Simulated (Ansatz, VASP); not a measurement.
One calculation of Rb, two programs

```
Rb
1.0
     5.09981    0.00000    0.00000
    -2.54990    4.41656    0.00000
     0.00000    0.00000    8.20804
Rb
2
Direct
  0.33333 0.66667 0.25000
  0.66667 0.33333 0.75000
```

Alike in both runs: task single point; functional PBEsol; k mesh 9 × 9 × 6; occupations gaussian, width 0.1 eV; no spin polarisation.

```csv
,VASP,Ansatz
version,VASP 6.6.1,Ansatz 0.2.0
potentials or method,"VASP PAW PBE potentials, release 64 (Rb_sv), cutoff 520 eV","scalar-relativistic, plane waves, PAW"
valence electrons in the cell,18,18
```

```tsv
	VASP	Ansatz	Ansatz less VASP
gap on the k mesh at the Fermi level (eV)	none	none	-
pressure (GPa)	-0.2	-0.2	0.00
traceless stress, the component that is largest in VASP (GPa)	0.07	0.07	0.000
```

VASP's potentials were made for PBE, not for PBEsol. A gap of «none» marks a metal or a gap that the smearing closes.
